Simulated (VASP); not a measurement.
# Co (P6_3/mmc) in VASP: further runs

Co is run at these levels: PBE; tasks: single point.

Everything below comes from runs of VASP 6.6.1. Logs are shortened: lines on timing, memory, paths and dates and some standing lists are left out, and cuts for length are marked.

## (1) The cell of the first run

It takes space group P6_3/mmc (No. 194, hexagonal). Conventional cell: a = 2.543 Å, b = 2.543 Å, c = 4.516 Å, α = 90.00°, β = 90.00°, γ = 120.00°. Within 3.4 Å of Co (site symmetry -6m2) lie 12 Co at 2.54 to 2.69 Å.

## (2) Single point, PBE, collinear spin, ferromagnetic start

Input file INCAR:

```
SYSTEM = Co
PREC     = Accurate       ! precision mode
ENCUT    = 520            ! plane-wave cutoff, eV
EDIFF    = 1E-6           ! SCF threshold, eV
ISMEAR   = 0              ! smearing method
SIGMA    = 0.15           ! smearing width, eV
LREAL    = .FALSE.        ! projectors in reciprocal space
LASPH    = .TRUE.         ! aspherical terms in the spheres
NELM     = 150            ! most SCF steps
ALGO     = Normal         ! electronic algorithm
ISIF     = 2              ! what is computed and relaxed
LWAVE    = .FALSE.        ! write WAVECAR
LCHARG   = .FALSE.        ! write CHGCAR
ISPIN    = 2              ! spin polarisation
MAGMOM   = 1.86 1.86      ! initial moments
LORBIT   = 11             ! projections on sites
LMAXMIX  = 4              ! l up to which the mixer works
GGA      = PE             ! functional
NBANDS   = 20             ! bands
```

Input file KPOINTS:

```
regular mesh
0
G
  21 21 12
  0 0 0
```

Input file POSCAR:

```
Co
1.0
    2.5432000000      0.0000000000      0.0000000000
   -1.2716000000      2.2024758069      0.0000000000
    0.0000000000      0.0000000000      4.5161000000
Co
2
Direct
    0.3333333333      0.6666666667      0.2500000000
    0.6666666667      0.3333333333      0.7500000000
```

Potentials or basis: VASP PAW PBE potentials, release 64 (Co).

Run with:

```console
cat potpaw_PBE.64/Co/POTCAR > POTCAR
mpirun -np 1 vasp_std > vasp.out
```

OUTCAR:

```text
SYSTEM = Co
   PREC = Accurate
   ENCUT = 520
   EDIFF = 1E-6
   ISMEAR = 0
   LREAL = .FALSE.
   LASPH = .TRUE.
   NELM = 150
   ISIF = 2
   ISPIN = 2
   LORBIT = 11
   GGA = PE

 ion  position               nearest neighbor table
   1  0.333  0.667  0.250-   2 2.69   2 2.69   2 2.69   2 2.69   2 2.69   2 2.69
   2  0.667  0.333  0.750-   1 2.69   1 2.69   1 2.69   1 2.69   1 2.69   1 2.69

  LATTYP: Found a hexagonal cell.
 ALAT       =     2.5432000000
 C/A-ratio  =     1.7757549544

  Lattice vectors:

 A1 = (   2.5432000000,   0.0000000000,   0.0000000000)
 A2 = (  -1.2716000000,   2.2024758069,   0.0000000000)
 A3 = (   0.0000000000,   0.0000000000,   4.5161000000)

Analysis of symmetry for initial positions (statically):
=====================================================================
 Subroutine PRICEL returns:
 Original cell was already a primitive cell.

 Routine SETGRP: Setting up the symmetry group for a
 hexagonal supercell.

 Subroutine GETGRP returns: Found 24 space group operations
 (whereof 12 operations were pure point group operations)
 out of a pool of 24 trial point group operations.

The static configuration has the point symmetry D_3d.
 The point group associated with its full space group is D_6h.

Analysis of symmetry for dynamics (positions and initial velocities):
=====================================================================
 Subroutine PRICEL returns:
 Original cell was already a primitive cell.

 Routine SETGRP: Setting up the symmetry group for a
 hexagonal supercell.

 Subroutine GETGRP returns: Found 24 space group operations
 (whereof 12 operations were pure point group operations)
 out of a pool of 24 trial point group operations.

The dynamic configuration has the point symmetry D_3d.
 The point group associated with its full space group is D_6h.

Analysis of structural, dynamic, and magnetic symmetry:
=====================================================================
 Subroutine PRICEL returns:
 Original cell was already a primitive cell.

 Routine SETGRP: Setting up the symmetry group for a
 hexagonal supercell.

 Subroutine GETGRP returns: Found 24 space group operations
 (whereof 12 operations were pure point group operations)
 out of a pool of 24 trial point group operations.

The overall configuration has the point symmetry D_3d.
 The point group associated with its full space group is D_6h.

 Subroutine INISYM returns: Found 24 space group operations
 (whereof 12 operations are pure point group operations),
 and found     1 'primitive' translations

----------------------------------------------------------------------------------------

                                     Primitive cell

  volume of cell :      25.2962

  direct lattice vectors                    reciprocal lattice vectors
     2.543200000  0.000000000  0.000000000     0.393205411  0.227017250  0.000000000
    -1.271600000  2.202475807  0.000000000     0.000000000  0.454034499  0.000000000
     0.000000000  0.000000000  4.516100000     0.000000000  0.000000000  0.221429995

  length of vectors
     2.543200000  2.543200000  4.516100000     0.454034499  0.454034499  0.221429995

  position of ions in fractional coordinates (direct lattice)
     0.333333333  0.666666667  0.250000000
     0.666666667  0.333333333  0.750000000

  ion indices of the primitive-cell ions
   primitive index   ion index
                 1           1
                 2           2

----------------------------------------------------------------------------------------

 KPOINTS: regular mesh

Automatic generation of k-mesh.
 Grid dimensions read from file:
 generate k-points for:   21   21   12

 Generating k-lattice:

  Cartesian coordinates                     Fractional coordinates (reciprocal lattice)
     0.018724067  0.010810345  0.000000000     0.047619048 -0.000000000  0.000000000
     0.000000000  0.021620690  0.000000000     0.000000000  0.047619048  0.000000000
     0.000000000  0.000000000  0.018452500     0.000000000  0.000000000  0.083333333

  Length of vectors
     0.021620690  0.021620690  0.018452500

  Shift w.r.t. Gamma in fractional coordinates (k-lattice)
     0.000000000  0.000000000  0.000000000

 Subroutine IBZKPT returns following result:
 ===========================================

 Found    336 irreducible k-points:

 Following reciprocal coordinates:
            Coordinates               Weight
  0.000000  0.000000  0.000000      1.000000
  0.047619 -0.000000  0.000000      6.000000
  0.095238  0.000000  0.000000      6.000000
  0.142857  0.000000  0.000000      6.000000
  0.190476  0.000000  0.000000      6.000000
  0.238095  0.000000  0.000000      6.000000
[... 16 lines left out ...]
  0.142857  0.095238  0.000000     12.000000
  0.190476  0.095238  0.000000     12.000000
 [... further k-points ...]
   k-points           NKPTS =    336   k-points in BZ     NKDIM =    336   number of bands    NBANDS=     20
   number of dos      NEDOS =    301   number of ions     NIONS =      2
   total plane-waves  NPLWV =  14400
   dimension x,y,z NGX =    20 NGY =   20 NGZ =   36
   dimension x,y,z NGXF=    40 NGYF=   40 NGZF=   72
   ions per type =               2
   NGX,Y,Z   is equivalent  to a cutoff of  13.07, 13.07, 13.25 a.u.
   NGXF,Y,Z  is equivalent  to a cutoff of  26.15, 26.15, 26.50 a.u.
 SYSTEM =  Co
   PREC   = accura    normal or accurate (medium, high low for compatibility)
   ISTART =      0    job   : 0-new  1-cont  2-samecut
   ICHARG =      2    charge: 1-file 2-atom 10-const
   ISPIN  =      2    spin polarized calculation?
   LNONCOLLINEAR =      F non collinear calculations
   LSORBIT =      F    spin-orbit coupling
   LASPH  =      T    aspherical Exc in radial PAW
   ENCUT  =  520.0 eV  38.22 Ry    6.18 a.u.   4.73  4.73  8.40*2*pi/ulx,y,z
   NELM   =    150;   NELMIN=  2; NELMDL= -5     # of ELM steps
   EDIFF  = 0.1E-05   stopping-criterion for ELM
   LREAL  =      F    real-space projection
   EDIFFG = 0.1E-04   stopping-criterion for IOM
   NSW    =      0    number of steps for IOM
   IBRION =     -1    ionic relax: 0-MD 1-quasi-New 2-CG
   NFREE  =      0    steps in history (QN), initial steepest desc. (CG)
   ISIF   =      2    stress and relaxation
   ISYM   =      2    0-nonsym 1-usesym 2-fastsym
   POTIM  = 0.5000    time-step for ionic-motion
   TEBEG  =    0.0;   TEEND  =   0.0 temperature during run
   PSTRESS=    0.0 pullay stress
   NELECT =      18.0000    total number of electrons
   NUPDOWN=      -1.0000    fix difference up-down
   EMIN   =  10.00;   EMAX   =-10.00  energy-range for DOS
   EFERMI =   0.00;   METHOD = LEGACY
   ISMEAR =     0;   SIGMA  =   0.15  broadening in eV -4-tet -1-fermi 0-gaus
   EFERMI_NEDOS =   21; number of points for ismear=-14 and -15
   IALGO  =     38    algorithm
   IMIX   =      4    mixing-type and parameters
     AMIX     =   0.40;   BMIX     =  1.00
     AMIX_MAG =   1.60;   BMIX_MAG =  1.00
  volume/ion in A,a.u.               =      12.65        85.35
  Fermi-wavevector in a.u.,A,eV,Ry     =   1.461551  2.761931 29.063825  2.136131
  Thomas-Fermi vector in A             =   2.577869
   LORBIT       =     11    0 simple, 1 ext, 2 COOP (PROOUT), +10 PAW based schemes
   GGA     = PE    functional components
   LHFCALC =     F    Hartree Fock is set to
   AEXX    =    0.0000 exact exchange contribution
   IVDW    =     0    specifies the selected vdW correction
   LEPSILON=     F    determine dielectric tensor
   LRPA    =     F    only Hartree local field effects (RPA)
 spin polarized calculation
 Gauss-broadening in eV      SIGMA  =   0.15
  energy-cutoff  :      520.00
  volume of cell :       25.30
 maximum number of plane-waves:       695
 NGX is ok and might be reduce to    20
   NGX =  9   NGY =  9   NGZ = 17

 number of electron      17.9999992 magnetization       3.4959599

 Free energy of the ion-electron system (eV)
  ---------------------------------------------------
  ext. energy  EPLUGINS =         0.00000000
  ---------------------------------------------------
  free energy    TOTEN  =       -13.71222091 eV

  energy without entropy =      -13.68371440  energy(sigma->0) =      -13.69796766

 E-fermi :   8.3302     XC(G=0): -12.5241

 val. band max:        8.3269001946   @ k =   0.3810   0.0000   0.4167
 cond. band min:       8.3303762612   @ k =   0.3810   0.2381   0.4167
 fundamental gap:      0.0034760666
 Fermi energy:         8.3301801192

 spin component 1

 k-point     1 :       0.0000    0.0000    0.0000
  band No.  band energies     occupation
      1       0.2055      1.00000
      2       3.5895      1.00000
      3       5.4298      1.00000
      4       5.8512      1.00000
      5       5.8512      1.00000
      6       6.0160      1.00000
[... 12 lines left out ...]
     19      33.3672      0.00000
     20      33.3672      0.00000

 k-point     2 :       0.0476   -0.0000    0.0000
  band No.  band energies     occupation
      1       0.2816      1.00000
      2       3.6407      1.00000
      3       5.4391      1.00000
      4       5.8372      1.00000
      5       5.8839      1.00000
      6       5.9967      1.00000
[... 12 lines left out ...]
     19      33.5107      0.00000
     20      34.4467      0.00000
[... 465 lines left out ...]
      3       5.2274      1.00000
      4       5.3008      1.00000
      5       5.7227      1.00000
      6       5.9501      1.00000
[... 12 lines left out ...]
     19      31.1687      0.00000
     20      31.6266      0.00000

 k-point    24 :       0.1905    0.0952    0.0000
  band No.  band energies     occupation
      1       2.1749      1.00000
      2       4.5474      1.00000
      3       4.9602      1.00000
      4       5.2461      1.00000
      5       5.6443      1.00000
      6       5.9219      1.00000
[... 12 lines left out ...]
     19      31.0795      0.00000
     20      31.7461      0.00000

 [... further k-points ...]

 spin component 2

 k-point     1 :       0.0000    0.0000    0.0000
  band No.  band energies     occupation
      1       0.1958      1.00000
      2       4.4710      1.00000
      3       7.0452      1.00000
      4       7.3749      1.00000
      5       7.5795      1.00000
      6       7.5795      1.00000
[... 12 lines left out ...]
     19      33.6296      0.00000
     20      33.6297      0.00000

 k-point     2 :       0.0476   -0.0000    0.0000
  band No.  band energies     occupation
      1       0.2721      1.00000
      2       4.5304      1.00000
      3       7.0558      1.00000
      4       7.2554      1.00000
      5       7.5591      1.00000
      6       7.6159      1.00000
[... 12 lines left out ...]
     19      33.7356      0.00000
     20      34.7403      0.00000
[... 465 lines left out ...]
      3       6.3501      1.00000
      4       6.8674      1.00000
      5       7.3841      1.00000
      6       7.6461      1.00000
[... 12 lines left out ...]
     19      31.4828      0.00000
     20      31.8385      0.00000

 k-point    24 :       0.1905    0.0952    0.0000
  band No.  band energies     occupation
      1       2.2049      1.00000
      2       5.7024      1.00000
      3       6.1608      1.00000
      4       6.7450      1.00000
      5       7.2652      1.00000
      6       7.8170      1.00000
[... 12 lines left out ...]
     19      31.3817      0.00000
     20      31.9405      0.00000

 [... further k-points ...]

------------------------ aborting loop because EDIFF is reached ----------------------------------------

  FORCE on cell =-STRESS in cart. coord.  units (eV):
  Direction    XX          YY          ZZ          XY          YZ          ZX
  --------------------------------------------------------------------------------------
  -------------------------------------------------------------------------------------
  Total       -2.5339493     -2.5339493     -4.7816382      0.0000000     -0.0000000      0.0000000
  in kB     -160.4919628   -160.4919628   -302.8531438      0.0000000     -0.0000000      0.0000000
  external PRESSURE =    -207.9456898 kB  Pullay stress =       0.0000000 kB

 VOLUME and BASIS-vectors are now :
 -----------------------------------------------------------------------------
  energy-cutoff  :      520.00
  volume of cell :       25.30
      direct lattice vectors                 reciprocal lattice vectors
     2.543200000  0.000000000  0.000000000     0.393205411  0.227017250  0.000000000
    -1.271600000  2.202475807  0.000000000     0.000000000  0.454034499  0.000000000
     0.000000000  0.000000000  4.516100000     0.000000000  0.000000000  0.221429995

 POSITION                                       TOTAL-FORCE (eV/Angst)
 -----------------------------------------------------------------------------------
     -0.00000      1.46832      1.12902        -0.000000      0.000000      0.000000
      1.27160      0.73416      3.38707         0.000000     -0.000000      0.000000
 -----------------------------------------------------------------------------------
    total drift:                               -0.000000      0.000000     -0.000000

  FREE ENERGIE OF THE ION-ELECTRON SYSTEM (eV)
  ---------------------------------------------------
  free  energy   TOTEN  =       -13.7122209125 eV

  energy  without entropy=      -13.6837144008  energy(sigma->0) =      -13.69796766

 total charge

# of ion       s       p       d       tot
------------------------------------------
    1        0.436   0.408   7.179   8.022
    2        0.436   0.408   7.179   8.022
--------------------------------------------------
tot          0.872   0.815  14.358  16.045

 magnetization (x)

# of ion       s       p       d       tot
------------------------------------------
    1       -0.010  -0.046   1.848   1.792
    2       -0.010  -0.046   1.848   1.792
--------------------------------------------------
tot         -0.020  -0.092   3.696   3.584
```

Run time: 2.1 min. Hardware: 1 thread of Intel Xeon 6975P-C (Granite Rapids), shared host; peak memory 0.33 GiB.

What came out:

```
Free energy                                           : -13.7122 eV
Pressure                                              : -20.8 GPa
Net moment                                            : 3.50 μB per cell
Site moments                                          : Co +1.79 μB
Valence electrons inside the program's atomic spheres : Co 8.02
```

Stress tensor (GPa, compression positive):
```
-16.05   0.00   0.00
  0.00 -16.05   0.00
  0.00   0.00 -30.29
```

Levels at points of the mesh, in eV from the Fermi level:
Spin up:
| k point | band 9 | band 10 | band 11 | band 12 | band 13 | band 14 |
| --- | --- | --- | --- | --- | --- | --- |
| (0.00, 0.00, 0.00) | -1.84 | -1.24 | -1.24 | -0.87 | 3.79 | 20.57 |
| (0.00, 0.00, 0.50) | -1.45 | -1.45 | -1.45 | -1.45 | 11.07 | 11.07 |
Spin down:
| k point | band 5 | band 6 | band 7 | band 8 | band 9 | band 10 |
| --- | --- | --- | --- | --- | --- | --- |
| (0.00, 0.00, 0.00) | -0.75 | -0.75 | -0.55 | -0.55 | 0.20 | 0.20 |
| (0.00, 0.00, 0.50) | -0.73 | -0.73 | -0.73 | -0.73 | 0.63 | 0.63 |

Caveat: the cell stands under tension.

(Part 1 of 2 ends here.)
